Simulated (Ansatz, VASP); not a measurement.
Two plane-wave programs on Ni

The input INCAR:

```
  PREC = Accurate
  ENCUT = 520
  EDIFF = 1E-6
  ISMEAR = -1
  SIGMA = 0.1
  LREAL = F
  LASPH = T
  NELM = 60
  ALGO = Normal
  ISIF = 2
  LWAVE = F
  LCHARG = F
  GGA = PE
  NBANDS = 22
```

The input KPOINTS:

```
Automatic mesh
0
Gamma
  12 12 17
```

Contents of POSCAR:

```
Ni
1.0
    4.1476245353      0.0000000000      0.0000000000
   -2.0738122677      3.5919482129      0.0000000000
    0.0000000000      0.0000000000      2.4952534484
Ni
3
Direct
    0.0000000000      1.0000000000      1.0000000000
    0.3333333333      0.6666666667      0.5000000000
    0.6666666667      0.3333333333      0.5000000000
```

Input for Ansatz:

```yaml
crystal:
  lattice:
    - [4.1476245353, 0.0, 0.0]
    - [-2.0738122677, 3.5919482129, 0.0]
    - [0.0, 0.0, 2.4952534484]
  atoms:
    - { symbol: Ni, position: [0.0, 1.0, 1.0] }
    - { symbol: Ni, position: [0.3333333333, 0.6666666667, 0.5] }
    - { symbol: Ni, position: [0.6666666667, 0.3333333333, 0.5] }
hamiltonian:
  xc: pbe
  pseudopotentials:
    kind: paw
    azcp:
      Ni: "pseudopotentials/Ni.paw.azcp"
basis:
  ecutwfc: 420
  fft_grid_basis: typed
kpoints:
  mp_grid: { grid: [12, 12, 17], shift: [0, 0, 0] }
magnetization:
  spin_polarized: false
scf:
  occupations: { method: fermi_dirac, width: 0.1 }
output:
  stress: true
```

Alike in both runs: task single point; functional PBE; k mesh 12 × 12 × 17; occupations fermi-dirac, width 0.1 eV; no spin polarisation.

```csv
,VASP,Ansatz
version,VASP 6.6.1,Ansatz 0.2.0
potentials or method,"VASP PAW PBE potentials, release 64 (Ni), cutoff 520 eV","plane waves (420 eV) with PAW, scalar-relativistic"
valence electrons in the cell,30,54
```

```tsv
	VASP	Ansatz	Ansatz less VASP
pressure (GPa)	-16.2	-16.5	-0.28
traceless stress, the component that is largest in VASP (GPa)	0.33	0.39	+0.057
```

With one functional, cell and mesh, what is left measures potentials, basis and numerics. VASP's potentials hold 30 valence electrons a cell and Ansatz's 54, so a difference there can come from the potentials and not from the codes.
